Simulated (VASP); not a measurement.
# AgBr (Fm-3m) in VASP: further runs

The runs below take AgBr through single point, with PBEsol.

All numbers are computed with VASP 6.6.1; they aren't measurements. Logs are shortened: lines on timing, memory, paths and dates and some standing lists are left out, and cuts for length are marked.

## (1) The cell of the first run

The structure is cubic, space group Fm-3m (No. 225). The conventional cell has a = 5.555 Å, b = 5.555 Å, c = 5.555 Å, α = 90.00°, β = 90.00°, γ = 90.00°. Within 3.7 Å of Ag (site symmetry m-3m) lie 6 Br at 2.78 Å. Within 3.7 Å of Br (site symmetry m-3m) lie 6 Ag at 2.78 Å.

## (2) Single point, PBEsol, non-collinear spin, zero start, spin-orbit coupling

File INCAR:

```
PREC = Accurate
ENCUT = 500
EDIFF = 1E-6
ISMEAR = -1
SIGMA = 0.01
LREAL = False
LASPH = True
NELM = 200
ALGO = Normal
ISIF = 2
LWAVE = False
LCHARG = False
LNONCOLLINEAR = True
MAGMOM = 0 0 0 0 0 0
LORBIT = 11
LSORBIT = True
GGA_COMPAT = False
LORBMOM = True
LMAXMIX = 4
GGA = PS
NBANDS = 30
```

File KPOINTS:

```
Automatic mesh
0
Gamma
  8 8 8
```

File POSCAR:

```
AgBr
1.0
    2.7772633056      2.7772633056      0.0000000000
   -2.7772633056      2.7772633056      0.0000000000
    0.0000000000      2.7772633056      2.7772633056
Ag Br
1 1
Direct
    0.0000000000      0.0000000000      0.0000000000
    0.5000000000      0.5000000000      0.0000000000
```

Potentials or basis: VASP PAW PBE potentials, release 64 (Ag, Br).

The run is started by

```console
cat potpaw_PBE.64/Ag/POTCAR potpaw_PBE.64/Br/POTCAR > POTCAR
mpirun -np 1 vasp_ncl > vasp.out
```

OUTCAR:

```text
PREC = Accurate
   ENCUT = 500
   EDIFF = 1E-6
   ISMEAR = -1
   LREAL = False
   LASPH = True
   NELM = 200
   ISIF = 2
   LNONCOLLINEAR = True
   LORBIT = 11
   LSORBIT = True
   GGA = PS

 ion  position               nearest neighbor table
   1  0.000  0.000  0.000-   2 2.78   2 2.78   2 2.78   2 2.78   2 2.78   2 2.78
   2  0.500  0.500  0.000-   1 2.78   1 2.78   1 2.78   1 2.78   1 2.78   1 2.78

  LATTYP: Found a face centered cubic cell.
 ALAT       =     5.5545266112

  Lattice vectors:

 A1 = (   0.0000000000,   2.7772633056,   2.7772633056)
 A2 = (   2.7772633056,   0.0000000000,   2.7772633056)
 A3 = (   2.7772633056,   2.7772633056,   0.0000000000)

Analysis of symmetry for initial positions (statically):
=====================================================================
 Subroutine PRICEL returns:
 Original cell was already a primitive cell.

 Routine SETGRP: Setting up the symmetry group for a
 face centered cubic supercell.

 Subroutine GETGRP returns: Found 48 space group operations
 (whereof 48 operations were pure point group operations)
 out of a pool of 48 trial point group operations.

The static configuration has the point symmetry O_h .

Analysis of symmetry for dynamics (positions and initial velocities):
=====================================================================
 Subroutine PRICEL returns:
 Original cell was already a primitive cell.

 Routine SETGRP: Setting up the symmetry group for a
 face centered cubic supercell.

 Subroutine GETGRP returns: Found 48 space group operations
 (whereof 48 operations were pure point group operations)
 out of a pool of 48 trial point group operations.

The dynamic configuration has the point symmetry O_h .

Analysis of structural, dynamic, and magnetic symmetry:
=====================================================================
 Subroutine PRICEL returns:
 Original cell was already a primitive cell.

 Routine SETGRP: Setting up the symmetry group for a
 face centered cubic supercell.

 Subroutine GETGRP returns: Found 48 space group operations
 (whereof 48 operations were pure point group operations)
 out of a pool of 48 trial point group operations.

The overall configuration has the point symmetry O_h .

 Subroutine INISYM returns: Found 48 space group operations
 (whereof 48 operations are pure point group operations),
 and found     1 'primitive' translations

----------------------------------------------------------------------------------------

                                     Primitive cell

  volume of cell :      42.8431

  direct lattice vectors                    reciprocal lattice vectors
     2.777263306  2.777263306  0.000000000     0.180033344  0.180033344 -0.180033344
    -2.777263306  2.777263306  0.000000000    -0.180033344  0.180033344 -0.180033344
     0.000000000  2.777263306  2.777263306     0.000000000  0.000000000  0.360066688

  length of vectors
     3.927643433  3.927643433  3.927643433     0.311826899  0.311826899  0.360066688

  position of ions in fractional coordinates (direct lattice)
     0.000000000  0.000000000  0.000000000
     0.500000000  0.500000000  0.000000000

  ion indices of the primitive-cell ions
   primitive index   ion index
                 1           1
                 2           2

----------------------------------------------------------------------------------------

 KPOINTS: Automatic mesh

Automatic generation of k-mesh.
 Grid dimensions read from file:
 generate k-points for:    8    8    8

 Generating k-lattice:

  Cartesian coordinates                     Fractional coordinates (reciprocal lattice)
     0.022504168  0.022504168 -0.022504168     0.125000000  0.000000000  0.000000000
    -0.022504168  0.022504168 -0.022504168     0.000000000  0.125000000  0.000000000
     0.000000000  0.000000000  0.045008336     0.000000000  0.000000000  0.125000000

[... 88 lines left out ...]
  volume of cell :       42.84
 maximum number of plane-waves:      2212
 NGX is ok and might be reduce to    30
   NGX = 15   NGY = 15   NGZ = 15

 number of electron      18.0000000 magnetization       0.0000000      0.0000000      0.0000000

 number of electron      18.0000003 magnetization       0.0000000     -0.0000000      0.0000000

 number of electron      18.0000003 magnetization      -0.0000000      0.0000000     -0.0000000

 Free energy of the ion-electron system (eV)
  ---------------------------------------------------
  ext. energy  EPLUGINS =         0.00000000
  ---------------------------------------------------
  free energy    TOTEN  =        -5.71453752 eV

  energy without entropy =       -5.71453752  energy(sigma->0) =       -5.71453752

 E-fermi :   5.0778     XC(G=0): -10.5950

 val. band max:        4.8640813951   @ k =   0.5000   0.0000   0.0000
 cond. band min:       5.2896028772   @ k =   0.0000   0.0000   0.0000
 fundamental gap:      0.4255214822
 Fermi energy:         5.0777668960

 k-point     1 :       0.0000    0.0000    0.0000
  band No.  band energies     occupation
      1     -11.0215      1.00000
      2     -11.0215      1.00000
      3       1.1658      1.00000
      4       1.1658      1.00000
      5       1.1658      1.00000
      6       1.1658      1.00000
[... 781 lines left out ...]
     29      17.6257      0.00000
     30      17.6257      0.00000

 [... further k-points ...]
[... 5 lines left out ...]
  --------------------------------------------------------------------------------------
  -------------------------------------------------------------------------------------
  Total        1.0525231      1.0525231      1.0525231      0.0000000      0.0000000      0.0000000
  in kB       39.3605388     39.3605388     39.3605388      0.0000000      0.0000000      0.0000000
  external PRESSURE =      39.3605388 kB  Pullay stress =       0.0000000 kB

 VOLUME and BASIS-vectors are now :
 -----------------------------------------------------------------------------
  energy-cutoff  :      500.00
  volume of cell :       42.84
      direct lattice vectors                 reciprocal lattice vectors
     2.777263306  2.777263306  0.000000000     0.180033344  0.180033344 -0.180033344
    -2.777263306  2.777263306  0.000000000    -0.180033344  0.180033344 -0.180033344
     0.000000000  2.777263306  2.777263306     0.000000000  0.000000000  0.360066688

 POSITION                                       TOTAL-FORCE (eV/Angst)
 -----------------------------------------------------------------------------------
      0.00000      0.00000      0.00000         0.000000      0.000000      0.000000
      0.00000      2.77726      0.00000        -0.000000     -0.000000      0.000000
 -----------------------------------------------------------------------------------
    total drift:                               -0.000000      0.000000      0.000000

  FREE ENERGIE OF THE ION-ELECTRON SYSTEM (eV)
  ---------------------------------------------------
  free  energy   TOTEN  =        -5.7145375211 eV

  energy  without entropy=       -5.7145375211  energy(sigma->0) =       -5.71453752

 orbital moment (x)

 # of ion     p       d       tot
 ----------------------------------------
  1        -0.000   0.000   0.000
  2         0.000  -0.000  -0.000
 ----------------------------------------
           -0.000   0.000   0.000

 orbital moment (y)

 # of ion     p       d       tot
 ----------------------------------------
  1         0.000  -0.000  -0.000
  2         0.000   0.000   0.000
 ----------------------------------------
            0.000  -0.000  -0.000

 orbital moment (z)

 # of ion     p       d       tot
 ----------------------------------------
  1         0.000   0.000   0.000
  2         0.000   0.000   0.000
 ----------------------------------------
            0.000   0.000   0.000

 Spin-Orbit-Coupling matrix elements

 Ion:    1  E_soc:     -0.0417584
 l=   1
     0.0000000    -0.0013461    -0.0013461
    -0.0013461     0.0000000    -0.0013461
    -0.0013461    -0.0013461     0.0000000
 l=   2
     0.0000000    -0.0011353     0.0000000    -0.0011353    -0.0044783
    -0.0011353     0.0000000    -0.0033587    -0.0011353    -0.0011196
     0.0000000    -0.0033587     0.0000000    -0.0033587     0.0000000
    -0.0011353    -0.0011353    -0.0033587     0.0000000    -0.0011196
    -0.0044783    -0.0011196     0.0000000    -0.0011196     0.0000000
 l=   3
     0.0000000     0.0000000     0.0000000     0.0000000     0.0000000     0.0000000     0.0000000
     0.0000000     0.0000000     0.0000000     0.0000000     0.0000000     0.0000000     0.0000000
     0.0000000     0.0000000     0.0000000     0.0000000     0.0000000     0.0000000     0.0000000
     0.0000000     0.0000000     0.0000000     0.0000000     0.0000000     0.0000000     0.0000000
     0.0000000     0.0000000     0.0000000     0.0000000     0.0000000     0.0000000     0.0000000
     0.0000000     0.0000000     0.0000000     0.0000000     0.0000000     0.0000000     0.0000000
     0.0000000     0.0000000     0.0000000     0.0000000     0.0000000     0.0000000     0.0000000

 Ion:    2  E_soc:     -0.0567140
 l=   1
     0.0000000    -0.0094345    -0.0094345
    -0.0094345     0.0000000    -0.0094345
    -0.0094345    -0.0094345     0.0000000
 l=   2
     0.0000000     0.0000005     0.0000000     0.0000005    -0.0000183
     0.0000005     0.0000000    -0.0000137     0.0000005    -0.0000046
     0.0000000    -0.0000137     0.0000000    -0.0000137     0.0000000
     0.0000005     0.0000005    -0.0000137     0.0000000    -0.0000046
    -0.0000183    -0.0000046     0.0000000    -0.0000046     0.0000000
 l=   3
     0.0000000     0.0000000     0.0000000     0.0000000     0.0000000     0.0000000     0.0000000
     0.0000000     0.0000000     0.0000000     0.0000000     0.0000000     0.0000000     0.0000000
     0.0000000     0.0000000     0.0000000     0.0000000     0.0000000     0.0000000     0.0000000
     0.0000000     0.0000000     0.0000000     0.0000000     0.0000000     0.0000000     0.0000000
     0.0000000     0.0000000     0.0000000     0.0000000     0.0000000     0.0000000     0.0000000
     0.0000000     0.0000000     0.0000000     0.0000000     0.0000000     0.0000000     0.0000000
     0.0000000     0.0000000     0.0000000     0.0000000     0.0000000     0.0000000     0.0000000

 total charge

# of ion       s       p       d       tot
------------------------------------------
    1        0.260   0.197   9.338   9.796
    2        1.611   3.185   0.040   4.835
--------------------------------------------------
tot          1.871   3.382   9.378  14.631

 magnetization (x)

# of ion       s       p       d       tot
------------------------------------------
    1        0.000   0.000  -0.000   0.000
    2        0.000   0.000   0.000   0.000
--------------------------------------------------
tot          0.000   0.000  -0.000   0.000

 magnetization (y)

# of ion       s       p       d       tot
------------------------------------------
    1        0.000   0.000  -0.000  -0.000
    2        0.000   0.000   0.000   0.000
--------------------------------------------------
tot          0.000   0.000  -0.000   0.000

 magnetization (z)

# of ion       s       p       d       tot
------------------------------------------
    1       -0.000   0.000  -0.000  -0.000
    2        0.000   0.000   0.000   0.000
--------------------------------------------------
tot         -0.000   0.000  -0.000  -0.000
```

Wall time 38 s (1 thread of Intel Xeon 6975P-C (Granite Rapids), shared host); peak memory 0.29 GiB.

Results:

```yaml
Free_energy: -5.7145 eV
Pressure: 3.9 GPa
Net_moment: 0.00 μB per cell
Valence_electrons_inside_the_program's_atomic_spheres: Ag 9.80; Br 4.83
```

Moments on the atoms (μB; x, y, z):
```
Ag  0.00 0.00 0.00
Br  0.00 0.00 0.00
```

Caveat: the PAW data sets were made with another functional, which shifts forces and pressure a little.

(Continued in part 2 of 2.)
